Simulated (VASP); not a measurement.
**CoSi16 (a cell with a defect): single point with PBE+D3(BJ)**

CoSi16 (a cell with a defect):

```xyz
17
Lattice="0.0000 5.4300 5.4300 5.4300 0.0000 5.4300 5.4300 5.4300 0.0000" Properties=species:S:1:pos:R:3 pbc="T T T"
Si    0.0166    0.0336   -0.0159
Si    1.3647    1.3895    1.3478
Si    2.7258    2.7091    0.0015
Si    4.0885    4.1145    1.3420
Si    2.6713    0.0536    2.7586
Si    4.0810    1.3888    4.0667
Si    5.4265    2.7068    2.7034
Si    6.7732    4.1304    4.0858
Si    0.0175    2.6642    2.7783
Si    1.3626    4.0842    4.0682
Si    2.7007    5.4310    2.7262
Si    4.1406    6.7463    4.1297
Si    2.6494    2.6621    5.4143
Si    3.9177    3.9276    6.9415
Si    5.3038    5.2529    5.5499
Si    6.7256    6.7425    6.7170
Co    7.7891    7.7663    8.4967
```

```yaml
Program: VASP 6.6.1
Task: single point
Functional: PBE
Dispersion: D3(BJ)
Potentials_or_basis: VASP PAW PBE potentials, release 64 (Si, Co)
Cutoff: 520 eV
k_mesh: 2 × 2 × 2
Occupations: gaussian, width 0.05 eV
Spin: collinear spin, ferromagnetic start
Starting_moments: "[0.0, 0.0, 0.0, 0.0, 0.0, 0.0, 0.0, 0.0, 0.0, 0.0, 0.0, 0.0, 0.0, 0.0, 0.0, 0.0, 1.0] μB"
```

* Pressure: -0.3 GPa
* Largest force: 0.013 eV/Å
* Net moment: 0.49 μB per cell
* Site moments: Si +0.00, +0.01, -0.00; Co +0.33 μB
* Valence electrons inside the program's atomic spheres: Si 1.70, 1.68, 1.69, 1.67; Co 8.48
* Dispersion energy per atom: -0.326 eV

Forces in eV/Å, atoms in the order of the input:
```
Si   0.004  0.001 -0.006
Si  -0.005 -0.002  0.004
Si  -0.001  0.000  0.003
Si  -0.002  0.001  0.001
Si   0.002  0.000 -0.002
Si  -0.002 -0.002  0.005
Si  -0.004  0.001  0.002
Si  -0.004  0.004  0.002
Si  -0.001  0.003 -0.003
Si  -0.003 -0.002  0.003
Si   0.001 -0.004  0.002
Si   0.002 -0.006  0.002
Si   0.002  0.004  0.000
Si   0.001 -0.001 -0.001
Si   0.004  0.004 -0.001
Si  -0.003 -0.005 -0.003
Co   0.010  0.003 -0.008
```

Stress tensor (GPa, compression positive):
```
-0.36  0.68 -0.78
 0.68 -0.02 -0.67
-0.78 -0.67 -0.39
```

Levels at points of the mesh, in eV from the Fermi level:
Spin up:
```tsv
k point	band 33	band 34	band 35	band 36	band 37	band 38	band 39	band 40	band 41	band 42
(0.00, 0.00, 0.00)	-0.48	-0.41	-0.40	-0.06	0.11	0.22	0.57	0.59	0.61	1.00
(0.50, 0.00, 0.00)	-0.97	-0.74	-0.44	-0.36	-0.13	0.83	1.23	1.28	1.40	1.47
(0.00, 0.50, 0.00)	-0.97	-0.75	-0.40	-0.39	-0.17	0.79	1.25	1.28	1.39	1.46
(0.00, 0.00, 0.50)	-0.92	-0.70	-0.67	-0.06	0.07	0.89	1.06	1.45	1.47	1.74
(0.50, 0.50, 0.50)	-0.97	-0.75	-0.40	-0.39	-0.17	0.79	1.25	1.28	1.39	1.46
(0.50, 0.50, 0.00)	-1.03	-0.83	-0.66	-0.55	-0.29	0.84	1.21	2.04	2.09	2.30
(0.00, 0.50, 0.50)	-1.03	-0.83	-0.66	-0.55	-0.28	0.84	1.21	2.04	2.09	2.30
(0.50, 0.00, 0.50)	-1.09	-0.83	-0.67	-0.53	-0.22	0.83	1.21	2.04	2.10	2.30
```
Spin down:
| k point | band 32 | band 33 | band 34 | band 35 | band 36 | band 37 | band 38 | band 39 | band 40 | band 41 |
| --- | --- | --- | --- | --- | --- | --- | --- | --- | --- | --- |
| (0.00, 0.00, 0.00) | -0.79 | -0.39 | -0.31 | -0.26 | -0.04 | 0.17 | 0.25 | 0.60 | 0.62 | 0.63 |
| (0.50, 0.00, 0.00) | -1.20 | -0.80 | -0.58 | -0.32 | -0.25 | 0.09 | 0.86 | 1.25 | 1.29 | 1.42 |
| (0.00, 0.50, 0.00) | -1.19 | -0.81 | -0.58 | -0.29 | -0.26 | 0.05 | 0.83 | 1.27 | 1.29 | 1.42 |
| (0.00, 0.00, 0.50) | -0.98 | -0.75 | -0.44 | -0.41 | 0.05 | 0.15 | 0.92 | 1.06 | 1.45 | 1.47 |
| (0.50, 0.50, 0.50) | -1.19 | -0.81 | -0.58 | -0.29 | -0.26 | 0.05 | 0.82 | 1.27 | 1.29 | 1.42 |
| (0.50, 0.50, 0.00) | -1.48 | -0.88 | -0.56 | -0.50 | -0.26 | -0.15 | 0.87 | 1.25 | 2.05 | 2.11 |
| (0.00, 0.50, 0.50) | -1.48 | -0.88 | -0.56 | -0.51 | -0.26 | -0.15 | 0.87 | 1.26 | 2.05 | 2.11 |
| (0.50, 0.00, 0.50) | -1.49 | -0.92 | -0.57 | -0.52 | -0.23 | -0.11 | 0.86 | 1.26 | 2.06 | 2.11 |

It took 14 min on 1 thread of Intel Xeon 6975P-C (shared host), peak memory 0.73 GiB.

Caveat: the k points lie up to 0.50 Å⁻¹ apart.
